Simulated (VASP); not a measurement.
# KBr (Imm2) in VASP: notebook

Aim: see how the results for KBr move with the level of theory and the settings. Levels: PBE, r2SCAN, HSE06. Tasks: single point.

Everything below comes from runs of VASP 6.6.1. Logs are shortened: lines on timing, memory, paths and dates and some standing lists are left out, and cuts for length are marked.

## Step 1: The cell of the first run

It takes space group Imm2 (No. 44, orthorhombic). The conventional cell has a = 5.133 Å, b = 5.299 Å, c = 7.377 Å, α = 90.00°, β = 90.00°, γ = 90.00°. Within 4.2 Å of K (site symmetry mm2) lie 4 Br at 3.19 to 3.20 Å. Br (site symmetry mm2) has 4 K at 3.19 to 3.20 Å within 4.2 Å.

## Step 2: Single point, PBE (shear xy strain +3.2%)

INCAR

```
SYSTEM = KBr
  PREC = Accurate
  ENCUT = 520
  EDIFF = 1E-7
  ISMEAR = -1
  SIGMA = 0.02
  LREAL = .False.
  LASPH = .True.
  NELM = 80
  ALGO = Normal
  ISIF = 2
  LWAVE = .False.
  LCHARG = .False.
  GGA = PE
  NBANDS = 15
```

KPOINTS

```
Automatic mesh
0
Gamma
  6 6 6
  0 0 0
```

POSCAR

```
KBr
1.0
    0.0584595438      3.6882992926      3.6882992926
    3.6882992926      0.0584595438      3.6882992926
    3.7467588364      3.7467588364      0.0000000000
K Br
1 1
Direct
    0.0036089128      0.0036089128     -0.0036089128
    0.2463910872      0.2463910872      0.2536089128
```

Potentials or basis: VASP PAW PBE potentials, release 64 (K_sv, Br).

The run is started by

```console
cat potpaw_PBE.64/K_sv/POTCAR potpaw_PBE.64/Br/POTCAR > POTCAR
mpirun -np 1 vasp_std > vasp.out
```

OUTCAR:

```text
SYSTEM = KBr
   PREC = Accurate
   ENCUT = 520
   EDIFF = 1E-7
   ISMEAR = -1
   LREAL = .False.
   LASPH = .True.
   NELM = 80
   ISIF = 2
   GGA = PE

 ion  position               nearest neighbor table
   1  0.004  0.004  0.996-   2 3.19   2 3.19   2 3.20   2 3.20
   2  0.246  0.246  0.254-   1 3.19   1 3.19   1 3.20   1 3.20

  LATTYP: Found a body centered orthorhombic cell.
 ALAT       =     5.1333686020
 B/A-ratio  =     1.0322105370
 C/A-ratio  =     1.4369898515

  Lattice vectors:

 A1 = (   3.6882992926,   0.0584595438,  -3.6882992926)
 A2 = (  -3.6882992926,  -0.0584595438,  -3.6882992926)
 A3 = (   0.0584595438,   3.6882992926,   3.6882992926)

Analysis of symmetry for initial positions (statically):
=====================================================================
 Subroutine PRICEL returns:
 Original cell was already a primitive cell.

 Routine SETGRP: Setting up the symmetry group for a
 body centered orthorhombic supercell.

 Subroutine GETGRP returns: Found  4 space group operations
 (whereof  4 operations were pure point group operations)
 out of a pool of  8 trial point group operations.

The static configuration has the point symmetry C_2v.

Analysis of symmetry for dynamics (positions and initial velocities):
=====================================================================
 Subroutine PRICEL returns:
 Original cell was already a primitive cell.

 Routine SETGRP: Setting up the symmetry group for a
 body centered orthorhombic supercell.

 Subroutine GETGRP returns: Found  4 space group operations
 (whereof  4 operations were pure point group operations)
 out of a pool of  8 trial point group operations.

The dynamic configuration has the point symmetry C_2v.

 Subroutine INISYM returns: Found  4 space group operations
 (whereof  4 operations are pure point group operations),
 and found     1 'primitive' translations

----------------------------------------------------------------------------------------

                                     Primitive cell

  volume of cell :     100.3227

  direct lattice vectors                    reciprocal lattice vectors
     0.058459544  3.688299293  3.688299293    -0.137747128  0.137747128  0.135563836
     3.688299293  0.058459544  3.688299293     0.137747128 -0.137747128  0.135563836
     3.746758836  3.746758836  0.000000000     0.133448674  0.133448674 -0.135563836

  length of vectors
     5.216370468  5.216370468  5.298717161     0.237331195  0.237331195  0.232367491

  position of ions in fractional coordinates (direct lattice)
     0.003608913  0.003608913  0.996391087
     0.246391087  0.246391087  0.253608913

  ion indices of the primitive-cell ions
   primitive index   ion index
                 1           1
                 2           2

----------------------------------------------------------------------------------------

 KPOINTS: Automatic mesh

Automatic generation of k-mesh.
 Grid dimensions read from file:
 generate k-points for:    6    6    6

 Generating k-lattice:

  Cartesian coordinates                     Fractional coordinates (reciprocal lattice)
    -0.022957855  0.022957855  0.022593973     0.166666667  0.000000000  0.000000000
     0.022957855 -0.022957855  0.022593973     0.000000000  0.166666667  0.000000000
     0.022241446  0.022241446 -0.022593973     0.000000000  0.000000000  0.166666667

  Length of vectors
     0.039555199  0.039555199  0.038727915

  Shift w.r.t. Gamma in fractional coordinates (k-lattice)
     0.000000000  0.000000000  0.000000000

 Subroutine IBZKPT returns following result:
 ===========================================

 Found     46 irreducible k-points:

 Following reciprocal coordinates:
            Coordinates               Weight
  0.000000  0.000000  0.000000      1.000000
  0.166667 -0.000000  0.000000      4.000000
  0.333333  0.000000  0.000000      4.000000
  0.500000  0.000000  0.000000      2.000000
  0.166667  0.166667  0.000000      2.000000
  0.333333  0.166667  0.000000      4.000000
[... 16 lines left out ...]
 -0.166667  0.333333  0.166667      4.000000
  0.500000  0.500000  0.166667      4.000000
 [... further k-points ...]
   k-points           NKPTS =     46   k-points in BZ     NKDIM =     46   number of bands    NBANDS=     15
   number of dos      NEDOS =    301   number of ions     NIONS =      2
   total plane-waves  NPLWV =  64000
   dimension x,y,z NGX =    40 NGY =   40 NGZ =   40
   dimension x,y,z NGXF=    80 NGYF=   80 NGZF=   80
   ions per type =               1   1
   NGX,Y,Z   is equivalent  to a cutoff of  12.75, 12.75, 12.55 a.u.
   NGXF,Y,Z  is equivalent  to a cutoff of  25.50, 25.50, 25.10 a.u.
 SYSTEM =  KBr
   PREC   = accura    normal or accurate (medium, high low for compatibility)
   ISTART =      0    job   : 0-new  1-cont  2-samecut
   ICHARG =      2    charge: 1-file 2-atom 10-const
   ISPIN  =      1    spin polarized calculation?
   LNONCOLLINEAR =      F non collinear calculations
   LSORBIT =      F    spin-orbit coupling
   LASPH  =      T    aspherical Exc in radial PAW
   ENCUT  =  520.0 eV  38.22 Ry    6.18 a.u.   9.70  9.70  9.85*2*pi/ulx,y,z
   NELM   =     80;   NELMIN=  2; NELMDL= -5     # of ELM steps
   EDIFF  = 0.1E-06   stopping-criterion for ELM
   LREAL  =      F    real-space projection
   EDIFFG = 0.1E-05   stopping-criterion for IOM
   NSW    =      0    number of steps for IOM
   IBRION =     -1    ionic relax: 0-MD 1-quasi-New 2-CG
   NFREE  =      0    steps in history (QN), initial steepest desc. (CG)
   ISIF   =      2    stress and relaxation
   ISYM   =      2    0-nonsym 1-usesym 2-fastsym
   POTIM  = 0.5000    time-step for ionic-motion
   TEBEG  =    0.0;   TEEND  =   0.0 temperature during run
   PSTRESS=    0.0 pullay stress
   NELECT =      16.0000    total number of electrons
   NUPDOWN=      -1.0000    fix difference up-down
   EMIN   =  10.00;   EMAX   =-10.00  energy-range for DOS
   EFERMI =   0.00;   METHOD = LEGACY
   ISMEAR =    -1;   SIGMA  =   0.02  broadening in eV -4-tet -1-fermi 0-gaus
   EFERMI_NEDOS =   21; number of points for ismear=-14 and -15
   IALGO  =     38    algorithm
   IMIX   =      4    mixing-type and parameters
     AMIX     =   0.40;   BMIX     =  1.00
     AMIX_MAG =   1.60;   BMIX_MAG =  1.00
  volume/ion in A,a.u.               =      50.16       338.51
  Fermi-wavevector in a.u.,A,eV,Ry     =   0.887800  1.677698 10.723955  0.788188
  Thomas-Fermi vector in A             =   2.009146
   LORBIT       =      0    0 simple, 1 ext, 2 COOP (PROOUT), +10 PAW based schemes
   GGA     = PE    functional components
   LHFCALC =     F    Hartree Fock is set to
   AEXX    =    0.0000 exact exchange contribution
   IVDW    =     0    specifies the selected vdW correction
   LEPSILON=     F    determine dielectric tensor
   LRPA    =     F    only Hartree local field effects (RPA)
 non-spin polarized calculation
  energy-cutoff  :      520.00
  volume of cell :      100.32
 maximum number of plane-waves:      2734
   NGX = 19   NGY = 19   NGZ = 19

 number of electron      16.0000000 magnetization

 Free energy of the ion-electron system (eV)
  ---------------------------------------------------
  ext. energy  EPLUGINS =         0.00000000
  ---------------------------------------------------
  free energy    TOTEN  =        -6.03414847 eV

  energy without entropy =       -6.03414847  energy(sigma->0) =       -6.03414847

 E-fermi :  -2.6473     XC(G=0):  -5.9457

 val. band max:       -3.1091861656   @ k =   0.1667   0.1667   0.5000
 cond. band min:       1.1489265468   @ k =   0.0000   0.0000   0.0000
 fundamental gap:      4.2581127124
 Fermi energy:        -2.6473020060

 k-point     1 :       0.0000    0.0000    0.0000
  band No.  band energies     occupation
      1     -30.9195      2.00000
      2     -15.0049      2.00000
      3     -14.4187      2.00000
      4     -14.4163      2.00000
      5     -14.4151      2.00000
      6      -3.1668      2.00000
      7      -3.1453      2.00000
      8      -3.1205      2.00000
      9       1.1489      0.00000
     10       5.4806      0.00000
     11       5.4901      0.00000
     12       6.4388      0.00000
     13       6.4748      0.00000
     14       6.5080      0.00000
     15       6.9749      0.00000

 k-point     2 :       0.1667   -0.0000    0.0000
  band No.  band energies     occupation
      1     -30.9191      2.00000
      2     -15.0634      2.00000
      3     -14.4192      2.00000
      4     -14.4167      2.00000
      5     -14.3532      2.00000
      6      -3.2493      2.00000
      7      -3.1618      2.00000
      8      -3.1359      2.00000
      9       1.5865      0.00000
     10       5.2051      0.00000
     11       5.2586      0.00000
     12       6.1292      0.00000
     13       6.5314      0.00000
     14       6.8635      0.00000
     15       6.9747      0.00000

 k-point     3 :       0.3333    0.0000    0.0000
  band No.  band energies     occupation
      1     -30.9184      2.00000
      2     -15.1554      2.00000
      3     -14.4227      2.00000
      4     -14.4199      2.00000
      5     -14.2498      2.00000
      6      -3.4386      2.00000
      7      -3.1527      2.00000
      8      -3.1361      2.00000
      9       2.5595      0.00000
     10       4.8628      0.00000
     11       4.9879      0.00000
     12       5.1452      0.00000
     13       6.4769      0.00000
     14       6.6204      0.00000
     15       6.7760      0.00000
[... 343 lines left out ...]
 k-point    23 :      -0.1667    0.3333    0.1667
  band No.  band energies     occupation
      1     -30.9179      2.00000
      2     -15.2056      2.00000
      3     -14.4348      2.00000
      4     -14.4254      2.00000
      5     -14.1782      2.00000
      6      -3.4482      2.00000
      7      -3.2264      2.00000
      8      -3.1514      2.00000
      9       3.1220      0.00000
     10       4.0832      0.00000
     11       5.0185      0.00000
     12       5.5537      0.00000
     13       6.5624      0.00000
     14       6.8094      0.00000
     15       7.1002      0.00000

 k-point    24 :       0.5000    0.5000    0.1667
  band No.  band energies     occupation
      1     -30.9177      2.00000
      2     -15.2347      2.00000
      3     -14.4332      2.00000
      4     -14.4313      2.00000
      5     -14.1406      2.00000
      6      -3.5069      2.00000
      7      -3.2186      2.00000
      8      -3.1190      2.00000
      9       3.0721      0.00000
     10       4.0250      0.00000
     11       5.2260      0.00000
     12       5.9622      0.00000
     13       6.5629      0.00000
     14       6.7645      0.00000
     15       6.8793      0.00000

 [... further k-points ...]
[... 5 lines left out ...]
  --------------------------------------------------------------------------------------
  -------------------------------------------------------------------------------------
  Total        0.1729263      0.1729263      0.1700277     -0.0445350      0.0000000      0.0000000
  in kB        2.7616727      2.7616727      2.7153817     -0.7112342      0.0000000      0.0000000
  external PRESSURE =       2.7462424 kB  Pullay stress =       0.0000000 kB

 VOLUME and BASIS-vectors are now :
 -----------------------------------------------------------------------------
  energy-cutoff  :      520.00
  volume of cell :      100.32
      direct lattice vectors                 reciprocal lattice vectors
     0.058459544  3.688299293  3.688299293    -0.137747128  0.137747128  0.135563836
     3.688299293  0.058459544  3.688299293     0.137747128 -0.137747128  0.135563836
     3.746758836  3.746758836  0.000000000     0.133448674  0.133448674 -0.135563836

 POSITION                                       TOTAL-FORCE (eV/Angst)
 -----------------------------------------------------------------------------------
      3.74676      3.74676      0.02662         0.000000      0.000000      0.002197
      1.87338      1.87338      1.81753         0.000000      0.000000     -0.002197
 -----------------------------------------------------------------------------------
    total drift:                               -0.000000     -0.000000      0.000000

  FREE ENERGIE OF THE ION-ELECTRON SYSTEM (eV)
  ---------------------------------------------------
  free  energy   TOTEN  =        -6.0341484672 eV

  energy  without entropy=       -6.0341484672  energy(sigma->0) =       -6.03414847
```

It took 1.8 min on 1 thread of Intel Xeon Platinum 8375C at 2.90GHz (Ice Lake), shared host; peak memory 0.26 GiB.

What came out:

```
Free energy            : -6.0341 eV
Pressure               : 0.3 GPa
Band gap on the k mesh : 4.26 eV (least direct gap 4.27 eV)
```

Forces on the atoms (eV/Å):
```
K    0.000  0.000  0.002
Br   0.000  0.000 -0.002
```

Caveat: the cell differs from its parent crystal (shear xy strain +3.2%); the structure was generated, so it needn't be the stable form of KBr.

## Step 3: Single point, r2SCAN (shear xy strain +3.2%)

POSCAR is that of step 2.

INCAR.step1

```
PREC     = Accurate       # precision mode
ENCUT    = 520            # plane-wave cutoff, eV
ISMEAR   = 0              # smearing method
SIGMA    = 0.01           # smearing width, eV
LREAL    = False          # projectors in reciprocal space
LASPH    = True           # aspherical terms in the spheres
NELM     = 100            # most SCF steps
NBANDS   = 15             # bands
GGA      = PE             # functional
ALGO     = Normal         # electronic algorithm
EDIFF    = 1E-4           # SCF threshold, eV
LWAVE    = True           # write WAVECAR
LCHARG   = False          # write CHGCAR
```

INCAR.step2

```
PREC     = Accurate       # precision mode
ENCUT    = 520            # plane-wave cutoff, eV
EDIFF    = 1E-6           # SCF threshold, eV
ISMEAR   = 0              # smearing method
SIGMA    = 0.01           # smearing width, eV
LREAL    = False          # projectors in reciprocal space
LASPH    = True           # aspherical terms in the spheres
NELM     = 100            # most SCF steps
ALGO     = Normal         # electronic algorithm
ISIF     = 2              # what is computed and relaxed
LWAVE    = False          # write WAVECAR
LCHARG   = False          # write CHGCAR
METAGGA  = R2SCAN         # meta-GGA
LMIXTAU  = True         
NBANDS   = 15             # bands
ISTART   = 1
```

KPOINTS

```
Automatic mesh
0
Gamma
  6 6 6
```

Potentials or basis: VASP PAW PBE potentials, release 64 (K_sv, Br).

The run is started by

```console
cat potpaw_PBE.64/K_sv/POTCAR potpaw_PBE.64/Br/POTCAR > POTCAR
cp INCAR.step1 INCAR
mpirun -np 1 vasp_std > vasp.out
cp INCAR.step2 INCAR
mpirun -np 1 vasp_std > vasp.out
```

Wall time 5.9 min (1 thread of Intel Xeon Platinum 8375C at 2.90GHz (Ice Lake), shared host); peak memory 0.29 GiB.

Results (log left out):

| Quantity | Value |
| --- | --- |
| Free energy | -22.9667 eV |
| Pressure | 0.0 GPa |
| Band gap on the k mesh | 4.82 eV (least direct gap 4.83 eV) |

Forces on the atoms (eV/Å):
```
K    0.000  0.000  0.002
Br   0.000  0.000 -0.002
```

Stress tensor (GPa, compression positive):
```
 0.00 -0.07  0.00
-0.07  0.00  0.00
 0.00  0.00  0.00
```

Levels at points of the mesh, in eV from the valence-band top:
| k point | band 5 | band 6 | band 7 | band 8 | band 9 | band 10 | band 11 | band 12 |
| --- | --- | --- | --- | --- | --- | --- | --- | --- |
| (0.00, 0.00, 0.00) | -11.66 | -0.06 | -0.04 | -0.01 | 4.82 | 9.33 | 9.34 | 10.29 |
| (0.50, 0.00, 0.00) | -11.46 | -0.39 | -0.04 | -0.03 | 7.18 | 7.49 | 8.74 | 8.97 |
| (0.50, 0.50, 0.00) | -11.38 | -0.44 | -0.06 | -0.01 | 6.50 | 7.75 | 9.85 | 10.19 |
| (0.00, 0.00, 0.50) | -11.44 | -0.41 | -0.02 | 0.00 | 7.13 | 7.43 | 8.77 | 9.00 |
| (0.50, 0.00, 0.50) | -11.38 | -0.44 | -0.04 | -0.04 | 6.50 | 7.75 | 9.85 | 10.20 |

Caveat: the cell differs from its parent crystal (shear xy strain +3.2%); the structure was generated, so it needn't be the stable form of KBr; the PAW data sets were made with another functional, which shifts forces and pressure a little. A k mesh can miss the band edges.

## Step 4: Single point, HSE06 (shear xy strain +3.2%)

POSCAR is that of step 3.

INCAR.step1

```
SYSTEM = KBr
PREC     = Accurate       ! precision mode
ENCUT    = 520            ! plane-wave cutoff, eV
EDIFF    = 1E-5           ! SCF threshold, eV
ISMEAR   = 0              ! smearing method
SIGMA    = 0.01           ! smearing width, eV
LREAL    = .False.        ! projectors in reciprocal space
LASPH    = .True.         ! aspherical terms in the spheres
NELM     = 100            ! most SCF steps
ALGO     = Normal         ! electronic algorithm
ISIF     = 2              ! what is computed and relaxed
LWAVE    = .True.         ! write WAVECAR
NBANDS   = 15             ! bands
GGA      = PE             ! functional
```

INCAR.step2

```
SYSTEM = KBr
PREC     = Accurate       ! precision mode
ENCUT    = 520            ! plane-wave cutoff, eV
EDIFF    = 1E-6           ! SCF threshold, eV
ISMEAR   = 0              ! smearing method
SIGMA    = 0.01           ! smearing width, eV
LREAL    = .False.        ! projectors in reciprocal space
LASPH    = .True.         ! aspherical terms in the spheres
NELM     = 100            ! most SCF steps
ALGO     = Normal         ! electronic algorithm
ISIF     = 2              ! what is computed and relaxed
LWAVE    = .False.        ! write WAVECAR
LCHARG   = .True.         ! write CHGCAR
GGA      = PE             ! functional
LHFCALC  = .True.         ! exact exchange
HFSCREEN = 0.2079         ! screening, 1/A
PRECFOCK = Normal       
LELF     = .True.         ! ELF
LVHAR    = .True.       
NBANDS   = 15             ! bands
ISTART   = 1
```

KPOINTS

```
regular mesh
0
Gamma
  4 4 4
  0 0 0
```

The run is started by

```console
cat potpaw_PBE.64/K_sv/POTCAR potpaw_PBE.64/Br/POTCAR > POTCAR
cp INCAR.step1 INCAR
mpirun -np 1 vasp_std > vasp.out
cp INCAR.step2 INCAR
mpirun -np 1 vasp_std > vasp.out
```

Run time: 36 min. Hardware: 1 thread of Intel Xeon Platinum 8375C at 2.90GHz (Ice Lake), shared host; peak memory 0.36 GiB.

Results (log left out):

```
Free energy            : -6.9713 eV
Pressure               : 0.2 GPa
Band gap on the k mesh : 5.37 eV (least direct gap 5.38 eV)
```

Stress tensor (GPa, compression positive):
```
 0.16 -0.08  0.00
-0.08  0.16  0.00
 0.00  0.00  0.15
```

Levels at points of the mesh, in eV from the valence-band top:
| k point | band 6 | band 7 | band 8 | band 9 | band 10 | band 11 |
| --- | --- | --- | --- | --- | --- | --- |
| (0.00, 0.00, 0.00) | -0.06 | -0.03 | -0.01 | 5.37 | 10.05 | 10.06 |
| (0.50, 0.00, 0.00) | -0.42 | -0.04 | -0.03 | 7.69 | 8.16 | 9.37 |
| (0.50, 0.50, 0.00) | -0.47 | -0.07 | -0.02 | 7.16 | 8.36 | 10.24 |
| (0.00, 0.00, 0.50) | -0.43 | -0.02 | 0.00 | 7.65 | 8.09 | 9.41 |
| (0.50, 0.00, 0.50) | -0.47 | -0.04 | -0.04 | 7.16 | 8.36 | 10.24 |

Caveat: the cell differs from its parent crystal (shear xy strain +3.2%); the structure was generated, so it needn't be the stable form of KBr; the PAW data sets were made with another functional, which shifts forces and pressure a little.

## Step 5: Summary

```tsv
level	k mesh	smearing	grid for exact exchange (PRECFOCK)	share of exact exchange	screening parameter	gap on the mesh (eV)	pressure (GPa)
PBE	6 × 6 × 6	fermi-dirac 0.02 eV	-	-	-	4.26	0.3
r2SCAN	6 × 6 × 6	gaussian 0.01 eV	-	-	-	4.82	0.0
HSE06	4 × 4 × 4	gaussian 0.01 eV	Normal	0.25	0.2079 1/Å	5.37	0.2
```

Alike in all rows: task single point; potentials or basis VASP PAW PBE potentials, release 64 (K_sv, Br); no spin polarisation; cell as given; cutoff (eV) 520.

Caveats: the structure was generated, so it needn't be the stable form of KBr; the PAW data sets were made with another functional, which shifts forces and pressure a little (at least some runs).

Absolute energies hang on the potentials; compare differences alone.
